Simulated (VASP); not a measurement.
# F (P6/mmm) in VASP: a series of runs

The runs below take F through single point, with PBEsol.

Everything below comes from runs of VASP 6.6.1. Logs are shortened: lines on timing, memory, paths and dates and some standing lists are left out, and cuts for length are marked.

**1. The cell of the first run**

It takes space group P6/mmm (No. 191, hexagonal). Conventional cell: a = 2.068 Å, b = 2.068 Å, c = 1.581 Å, α = 90.00°, β = 90.00°, γ = 120.00°. F (site symmetry 6/mmm) has 8 F at 1.58 to 2.07 Å within 2.1 Å.

**2. Single point, PBEsol**

INCAR reads:

```
SYSTEM = F
PREC = Accurate
ENCUT = 600
EDIFF = 1E-6
ISMEAR = -1
SIGMA = 0.08
LREAL = .False.
LASPH = .True.
NELM = 120
ALGO = Normal
ISIF = 2
LWAVE = .False.
LCHARG = .False.
GGA = PS
NBANDS = 10
GGA_COMPAT = .False.
```

KPOINTS reads:

```
regular mesh
0
Gamma
  20 20 19
  0 0 0
```

POSCAR reads:

```
F
1.0
    2.0680104028      0.0000000000      0.0000000000
   -1.0340052014      1.7909495442      0.0000000000
    0.0000000000      0.0000000000      1.5808737363
F
1
Direct
    0.0000000000      0.0000000000      0.0000000000
```

Potentials or basis: VASP PAW PBE potentials, release 64 (F).

Launch:

```sh
cat potpaw_PBE.64/F/POTCAR > POTCAR
mpirun -np 1 vasp_std > vasp.out
```

OUTCAR:

```text
SYSTEM = F
   PREC = Accurate
   ENCUT = 600
   EDIFF = 1E-6
   ISMEAR = -1
   LREAL = .False.
   LASPH = .True.
   NELM = 120
   ISIF = 2
   GGA = PS

 ion  position               nearest neighbor table
   1  0.000  0.000  0.000-

  LATTYP: Found a hexagonal cell.
 ALAT       =     2.0680104028
 C/A-ratio  =     0.7644418685

  Lattice vectors:

 A1 = (   2.0680104028,   0.0000000000,   0.0000000000)
 A2 = (  -1.0340052014,   1.7909495442,   0.0000000000)
 A3 = (   0.0000000000,   0.0000000000,   1.5808737363)

Analysis of symmetry for initial positions (statically):
=====================================================================
 Subroutine PRICEL returns:
 Original cell was already a primitive cell.

 Routine SETGRP: Setting up the symmetry group for a
 hexagonal supercell.

 Subroutine GETGRP returns: Found 24 space group operations
 (whereof 24 operations were pure point group operations)
 out of a pool of 24 trial point group operations.

The static configuration has the point symmetry D_6h.

Analysis of symmetry for dynamics (positions and initial velocities):
=====================================================================
 Subroutine PRICEL returns:
 Original cell was already a primitive cell.

 Routine SETGRP: Setting up the symmetry group for a
 hexagonal supercell.

 Subroutine GETGRP returns: Found 24 space group operations
 (whereof 24 operations were pure point group operations)
 out of a pool of 24 trial point group operations.

The dynamic configuration has the point symmetry D_6h.

 Subroutine INISYM returns: Found 24 space group operations
 (whereof 24 operations are pure point group operations),
 and found     1 'primitive' translations

----------------------------------------------------------------------------------------

                                     Primitive cell

  volume of cell :       5.8551

  direct lattice vectors                    reciprocal lattice vectors
     2.068010403  0.000000000  0.000000000     0.483556562  0.279181511  0.000000000
    -1.034005201  1.790949544  0.000000000     0.000000000  0.558363022  0.000000000
     0.000000000  0.000000000  1.580873736     0.000000000  0.000000000  0.632561587

  length of vectors
     2.068010403  2.068010403  1.580873736     0.558363022  0.558363022  0.632561587

  position of ions in fractional coordinates (direct lattice)
     0.000000000  0.000000000  0.000000000

  ion indices of the primitive-cell ions
   primitive index   ion index
                 1           1

----------------------------------------------------------------------------------------

 KPOINTS: regular mesh

Automatic generation of k-mesh.
 Grid dimensions read from file:
 generate k-points for:   20   20   19

 Generating k-lattice:

  Cartesian coordinates                     Fractional coordinates (reciprocal lattice)
     0.024177828  0.013959076  0.000000000     0.050000000 -0.000000000  0.000000000
     0.000000000  0.027918151  0.000000000     0.000000000  0.050000000  0.000000000
     0.000000000  0.000000000  0.033292715     0.000000000  0.000000000  0.052631579

  Length of vectors
     0.027918151  0.027918151  0.033292715

  Shift w.r.t. Gamma in fractional coordinates (k-lattice)
     0.000000000  0.000000000  0.000000000

 Subroutine IBZKPT returns following result:
 ===========================================

 Found    440 irreducible k-points:

 Following reciprocal coordinates:
            Coordinates               Weight
  0.000000  0.000000  0.000000      1.000000
  0.050000  0.000000  0.000000      6.000000
  0.100000  0.000000  0.000000      6.000000
  0.150000 -0.000000  0.000000      6.000000
  0.200000  0.000000  0.000000      6.000000
  0.250000 -0.000000  0.000000      6.000000
[... 16 lines left out ...]
  0.200000  0.100000  0.000000     12.000000
  0.250000  0.100000  0.000000     12.000000
 [... further k-points ...]
   k-points           NKPTS =    440   k-points in BZ     NKDIM =    440   number of bands    NBANDS=     10
   number of dos      NEDOS =    301   number of ions     NIONS =      1
   total plane-waves  NPLWV =   4536
   dimension x,y,z NGX =    18 NGY =   18 NGZ =   14
   dimension x,y,z NGXF=    36 NGYF=   36 NGZF=   28
   ions per type =               1
   NGX,Y,Z   is equivalent  to a cutoff of  14.47, 14.47, 14.72 a.u.
   NGXF,Y,Z  is equivalent  to a cutoff of  28.94, 28.94, 29.45 a.u.
 SYSTEM =  F
   PREC   = accura    normal or accurate (medium, high low for compatibility)
   ISTART =      0    job   : 0-new  1-cont  2-samecut
   ICHARG =      2    charge: 1-file 2-atom 10-const
   ISPIN  =      1    spin polarized calculation?
   LNONCOLLINEAR =      F non collinear calculations
   LSORBIT =      F    spin-orbit coupling
   LASPH  =      T    aspherical Exc in radial PAW
   ENCUT  =  600.0 eV  44.10 Ry    6.64 a.u.   4.13  4.13  3.16*2*pi/ulx,y,z
   NELM   =    120;   NELMIN=  2; NELMDL= -5     # of ELM steps
[... 60 lines left out ...]
      4       7.8092      0.00000
      5      20.7672      0.00000
      6      39.8681      0.00000
      7      39.8681      0.00000
      8      44.8604      0.00000
      9      45.1861      0.00000
     10      66.4427      0.00000

 k-point     2 :       0.0500    0.0000    0.0000
  band No.  band energies     occupation
      1     -24.5608      2.00000
      2       2.1704      2.00000
      3       2.3609      2.00000
      4       7.8210      0.00000
      5      20.9772      0.00000
      6      38.4083      0.00000
      7      40.0651      0.00000
      8      45.2871      0.00000
      9      46.6347      0.00000
     10      66.3421      0.00000

 k-point     3 :       0.1000    0.0000    0.0000
  band No.  band energies     occupation
      1     -24.3777      2.00000
      2       1.5091      2.00000
      3       2.2344      2.00000
      4       7.8552      0.00000
      5      21.5599      0.00000
      6      36.0271      0.00000
      7      40.6445      0.00000
      8      45.5844      0.00000
      9      49.9450      0.00000
     10      66.0898      0.00000

 k-point     4 :       0.1500   -0.0000    0.0000
  band No.  band energies     occupation
      1     -24.0815      2.00000
      2       0.5252      2.00000
      3       2.0414      2.00000
      4       7.9087      0.00000
      5      22.3927      0.00000
      6      33.7937      0.00000
      7      41.5718      0.00000
      8      46.0597      0.00000
      9      53.6607      0.00000
     10      65.8486      0.00000

 k-point     5 :       0.2000    0.0000    0.0000
  band No.  band energies     occupation
      1     -23.6870      2.00000
      2      -0.6588      2.00000
      3       1.8047      2.00000
      4       7.9766      0.00000
      5      23.3094      0.00000
      6      31.9220      0.00000
      7      42.7890      0.00000
      8      46.6762      0.00000
      9      57.3649      0.00000
     10      65.9412      0.00000

 k-point     6 :       0.2500   -0.0000    0.0000
  band No.  band energies     occupation
      1     -23.2176      2.00000
      2      -1.9270      2.00000
      3       1.5501      2.00000
      4       8.0524      0.00000
      5      24.1081      0.00000
      6      30.5390      0.00000
      7      44.2133      0.00000
      8      47.3732      0.00000
      9      60.3129      0.00000
     10      65.3706      0.00000
[... 183 lines left out ...]
 k-point    21 :       0.1000    0.1000    0.0000
  band No.  band energies     occupation
      1     -23.9092      2.00000
      2       0.0739      2.00000
      3       1.8350      2.00000
      4       7.9389      0.00000
      5      22.8681      0.00000
      6      32.8624      0.00000
      7      42.0522      0.00000
      8      46.3378      0.00000
      9      55.4577      0.00000
     10      65.6799      0.00000

 k-point    22 :       0.1500    0.1000    0.0000
  band No.  band energies     occupation
      1     -23.5245      2.00000
      2      -0.9569      2.00000
      3       1.5066      2.00000
      4       8.0037      0.00000
      5      23.7793      0.00000
      6      31.3042      0.00000
      7      43.1632      0.00000
      8      46.9293      0.00000
      9      58.7134      0.00000
     10      65.6395      0.00000

 k-point    23 :       0.2000    0.1000    0.0000
  band No.  band energies     occupation
      1     -23.0679      2.00000
      2      -2.0778      2.00000
      3       1.1503      2.00000
      4       8.0759      0.00000
      5      24.6462      0.00000
      6      30.0771      0.00000
      7      44.4501      0.00000
      8      47.5883      0.00000
      9      61.1472      0.00000
     10      65.2834      0.00000

 k-point    24 :       0.2500    0.1000    0.0000
  band No.  band energies     occupation
      1     -22.5727      2.00000
      2      -3.1956      2.00000
      3       0.8063      2.00000
      4       8.1486      0.00000
      5      25.2253      0.00000
      6      29.3763      0.00000
      7      45.8002      0.00000
      8      48.2563      0.00000
      9      62.1942      0.00000
     10      64.7160      0.00000

 [... further k-points ...]

------------------------ aborting loop because EDIFF is reached ----------------------------------------

  FORCE on cell =-STRESS in cart. coord.  units (eV):
  Direction    XX          YY          ZZ          XY          YZ          ZX
  --------------------------------------------------------------------------------------
  -------------------------------------------------------------------------------------
  Total        4.7161745      4.7161745      4.7426188      0.0000000     -0.0000000      0.0000000
  in kB     1290.5272975   1290.5272976   1297.7634628      0.0000000     -0.0000000      0.0000000
  external PRESSURE =    1292.9393526 kB  Pullay stress =       0.0000000 kB

 VOLUME and BASIS-vectors are now :
 -----------------------------------------------------------------------------
  energy-cutoff  :      600.00
  volume of cell :        5.86
      direct lattice vectors                 reciprocal lattice vectors
     2.068010403  0.000000000  0.000000000     0.483556562  0.279181511  0.000000000
    -1.034005201  1.790949544  0.000000000     0.000000000  0.558363022  0.000000000
     0.000000000  0.000000000  1.580873736     0.000000000  0.000000000  0.632561587

 POSITION                                       TOTAL-FORCE (eV/Angst)
 -----------------------------------------------------------------------------------
      0.00000      0.00000      0.00000        -0.000000      0.000000      0.000000
 -----------------------------------------------------------------------------------
    total drift:                                0.000000      0.000000     -0.000000

  FREE ENERGIE OF THE ION-ELECTRON SYSTEM (eV)
  ---------------------------------------------------
  free  energy   TOTEN  =        -0.5740670571 eV

  energy  without entropy=       -0.5651387426  energy(sigma->0) =       -0.56960290
```

Wall time 19 s (1 thread of AMD EPYC 7R13 (Zen 3), shared host); peak memory 0.1 GiB.

What came out:

| Quantity | Value |
| --- | --- |
| Free energy | -0.5741 eV |
| Pressure | 129.3 GPa |
| Band gap on the k mesh | zero (an odd number of electrons rules out a gap without spin polarisation) |

Stress tensor (GPa, compression positive):
```
129.05   0.00   0.00
  0.00 129.05   0.00
  0.00   0.00 129.78
```

Caveat: the cell stands under pressure; the PAW data sets were made with another functional, which shifts forces and pressure a little; an odd number of electrons without spin polarisation forces a metal; a magnetic or distorted state may lie lower.

**3. Single point, PBEsol**

INCAR reads:

```
PREC     = Accurate       # precision mode
ENCUT    = 600            # plane-wave cutoff, eV
EDIFF    = 1E-6           # SCF threshold, eV
ISMEAR   = -1             # smearing method
SIGMA    = 0.08           # smearing width, eV
LREAL    = F              # projectors in reciprocal space
LASPH    = T              # aspherical terms in the spheres
NELM     = 120            # most SCF steps
ALGO     = Normal         # electronic algorithm
ISIF     = 2              # what is computed and relaxed
LWAVE    = F              # write WAVECAR
LCHARG   = F              # write CHGCAR
GGA      = PS             # functional
NBANDS   = 10             # bands
GGA_COMPAT= F
```

KPOINTS reads:

```
Automatic mesh
0
Gamma
  20 20 19
```

POSCAR reads:

```
F
1.0
    2.0684069709      0.0000000000      0.0000000000
   -1.0342034855      1.7912929822      0.0000000000
    0.0000000000      0.0000000000      1.5816957776
F
1
Direct
    0.0000000000      0.0000000000      0.0000000000
```

Potentials or basis: VASP PAW PBE potentials, release 64 (F).

Launch:

```sh
cat potpaw_PBE.64/F/POTCAR > POTCAR
mpirun -np 1 vasp_std > vasp.out
```

It took 21 s on 1 thread of AMD EPYC 7R13 (Zen 3), shared host; peak memory 0.09 GiB.

The run converged. Its results:

```yaml
Free_energy: -0.5784 eV
Pressure: 128.7 GPa
Band_gap_on_the_k_mesh: zero (an odd number of electrons rules out a gap without spin polarisation)
```

Stress tensor (GPa, compression positive):
```
128.72   0.00   0.00
  0.00 128.72   0.00
  0.00   0.00 128.60
```

Levels at points of the mesh, in eV from the Fermi level:
```tsv
k point	band 1	band 2	band 3	band 4	band 5	band 6
(0.00, 0.00, 0.00)	-28.55	-1.53	-1.53	3.85	16.82	35.92
(0.50, 0.00, 0.00)	-25.29	-9.93	-3.16	4.34	20.06	26.32
```

Caveat: the cell stands under pressure; the PAW data sets were made with another functional, which shifts forces and pressure a little; an odd number of electrons without spin polarisation forces a metal; a magnetic or distorted state may lie lower.

**4. Single point, PBEsol**

This run uses another cell than the first one: it holds 3 atoms, not 1.

INCAR reads:

```
SYSTEM = F
PREC = Accurate
ENCUT = 600
EDIFF = 1E-6
ISMEAR = -1
SIGMA = 0.08
LREAL = .FALSE.
LASPH = .TRUE.
NELM = 120
ALGO = Normal
ISIF = 2
LWAVE = .FALSE.
LCHARG = .FALSE.
GGA = PS
NBANDS = 18
GGA_COMPAT = .FALSE.
```

KPOINTS reads:

```
regular mesh
0
G
  10 10 14
  0 0 0
```

POSCAR reads:

```
F
1.0
    3.5249612464      0.0000000000      0.0000000000
   -1.7624806232      3.0527059867      0.0000000000
    0.0000000000      0.0000000000      1.5957560051
F
3
Direct
    0.0000000000      0.0000000000      0.0000000000
    0.3333333333      0.6666666667      0.5000000000
    0.6666666667      0.3333333333      0.5000000000
```

Launch:

```sh
cat potpaw_PBE.64/F/POTCAR > POTCAR
mpirun -np 1 vasp_std > vasp.out
```

Wall time 26 s (1 thread of AMD EPYC 7R13 (Zen 3), shared host); peak memory 0.11 GiB.

It converged, with:

```yaml
Free_energy: -1.5152 eV
Pressure: 128.8 GPa
Band_gap_on_the_k_mesh: zero (an odd number of electrons rules out a gap without spin polarisation)
```

Stress tensor (GPa, compression positive):
```
128.68   0.00   0.00
  0.00 128.68   0.00
  0.00   0.00 129.08
```

Levels at points of the mesh, in eV from the Fermi level:
| k point | band 8 | band 9 | band 10 | band 11 | band 12 | band 13 | band 14 | band 15 |
| --- | --- | --- | --- | --- | --- | --- | --- | --- |
| (0.00, 0.00, 0.00) | -0.77 | -0.77 | 3.91 | 4.43 | 5.07 | 18.24 | 25.69 | 25.69 |
| (0.50, 0.00, 0.00) | -2.39 | -2.30 | 4.14 | 4.27 | 5.00 | 21.15 | 22.80 | 22.89 |
| (0.00, 0.00, 0.50) | -2.70 | -0.69 | -0.69 | -0.15 | -0.15 | 22.03 | 22.03 | 26.02 |
| (0.50, 0.00, 0.50) | -1.70 | -0.78 | -0.45 | -0.30 | 0.41 | 22.48 | 22.82 | 25.70 |

Caveat: the cell stands under pressure; the PAW data sets were made with another functional, which shifts forces and pressure a little; an odd number of electrons without spin polarisation forces a metal; a magnetic or distorted state may lie lower.

**5. Single point, PBEsol**

This run uses another cell than the first one: it holds 3 atoms, not 1.

INCAR reads:

```
SYSTEM = F
ALGO = Normal
EDIFF = 1E-6
ENCUT = 600
GGA = PS
GGA_COMPAT = .False.
ISIF = 2
ISMEAR = -1
LASPH = .True.
LCHARG = .True.
LELF = .True.
LREAL = .False.
LVHAR = .True.
LWAVE = .False.
NBANDS = 18
NELM = 120
PREC = Accurate
SIGMA = 0.08
```

KPOINTS reads:

```
k-points
0
Gamma
  10 10 14
  0 0 0
```

POSCAR reads:

```
F
1.0
    3.5248998921      0.0000000000      0.0000000000
   -1.7624499460      3.0526528523      0.0000000000
    0.0000000000      0.0000000000      1.5948171731
F
3
Direct
    0.0000000000      0.0000000000      0.0000000000
    0.3333333333      0.6666666667      0.5000000000
    0.6666666667      0.3333333333      0.5000000000
```

Launch:

```sh
cat potpaw_PBE.64/F/POTCAR > POTCAR
mpirun -np 1 vasp_std > vasp.out
```

It took 32 s on 1 thread of AMD EPYC 7R13 (Zen 3), shared host; peak memory 0.11 GiB.

It converged, with:

| Property | Result |
| --- | --- |
| Free energy | -1.5065 eV |
| Pressure | 129.3 GPa |
| Band gap on the k mesh | zero (an odd number of electrons rules out a gap without spin polarisation) |

Stress tensor (GPa, compression positive):
```
128.86   0.00   0.00
  0.00 128.86   0.00
  0.00   0.00 130.14
```

Levels at points of the mesh, in eV from the Fermi level:
| k point | band 8 | band 9 | band 10 | band 11 | band 12 | band 13 | band 14 | band 15 |
| --- | --- | --- | --- | --- | --- | --- | --- | --- |
| (0.00, 0.00, 0.00) | -0.78 | -0.78 | 3.93 | 4.45 | 5.08 | 18.23 | 25.69 | 25.69 |
| (0.50, 0.00, 0.00) | -2.40 | -2.31 | 4.16 | 4.29 | 5.01 | 21.14 | 22.80 | 22.89 |
| (0.00, 0.00, 0.50) | -2.70 | -0.69 | -0.69 | -0.15 | -0.15 | 22.04 | 22.04 | 26.02 |
| (0.50, 0.00, 0.50) | -1.70 | -0.78 | -0.45 | -0.30 | 0.41 | 22.49 | 22.82 | 25.70 |

Caveat: the cell stands under pressure; the PAW data sets were made with another functional, which shifts forces and pressure a little; an odd number of electrons without spin polarisation forces a metal; a magnetic or distorted state may lie lower.

**6. The runs side by side**

| cell | k mesh | gap on the mesh (eV) | pressure (GPa) |
| --- | --- | --- | --- |
| a = 2.068, b = 2.068, c = 1.581 Å, angles 90.0, 90.0, 120.0°, 1 atom, atomic positions A | 20 × 20 × 19 | none | 129.3 |
| a = 2.068, b = 2.068, c = 1.582 Å, angles 90.0, 90.0, 120.0°, 1 atom, atomic positions A | 20 × 20 × 19 | none | 128.7 |
| a = 3.525, b = 3.525, c = 1.596 Å, angles 90.0, 90.0, 120.0°, 3 atoms, atomic positions B | 10 × 10 × 14 | none | 128.8 |
| a = 3.525, b = 3.525, c = 1.595 Å, angles 90.0, 90.0, 120.0°, 3 atoms, atomic positions B | 10 × 10 × 14 | none | 129.3 |

Alike in all rows: task single point; level PBEsol; potentials or basis VASP PAW PBE potentials, release 64 (F); no spin polarisation; cutoff (eV) 600; smearing fermi-dirac 0.08 eV.

Caveats: the cell stands under pressure; the PAW data sets were made with another functional, which shifts forces and pressure a little; an odd number of electrons without spin polarisation forces a metal; a magnetic or distorted state may lie lower.

Total energies depend on the potentials used, so only differences within one code and one set of settings carry meaning.
